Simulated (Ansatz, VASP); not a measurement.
One calculation of In, two programs

```
CELL_PARAMETERS angstrom
-1.60199 1.62820 2.47557
1.62820 -1.60199 2.47557
1.52605 1.52605 -2.45834
ATOMIC_POSITIONS crystal
In 0.00000 0.00000 0.00000
```

Alike in both runs: task single point; functional LDA; k mesh 9 × 9 × 12; occupations fermi-dirac, width 0.1 eV; no spin polarisation.

|  | VASP | Ansatz |
| --- | --- | --- |
| version | VASP 6.6.1 | Ansatz 0.2.0 |
| potentials or method | VASP PAW LDA potentials, release 64 (In_d), cutoff 520 eV | plane waves (420 eV) with PAW, scalar-relativistic |
| valence electrons in the cell | 13 | 13 |

```csv
,VASP,Ansatz,Ansatz less VASP
pressure (GPa),0.2,0.1,-0.03
"traceless stress, the component that is largest in VASP (GPa)",-0.55,-0.56,-0.005
```

Ansatz warns that its potentials were made for another functional, while VASP's fit it. LDA's correlation is that of Perdew and Zunger in VASP and of Perdew and Wang (1992) in Ansatz.
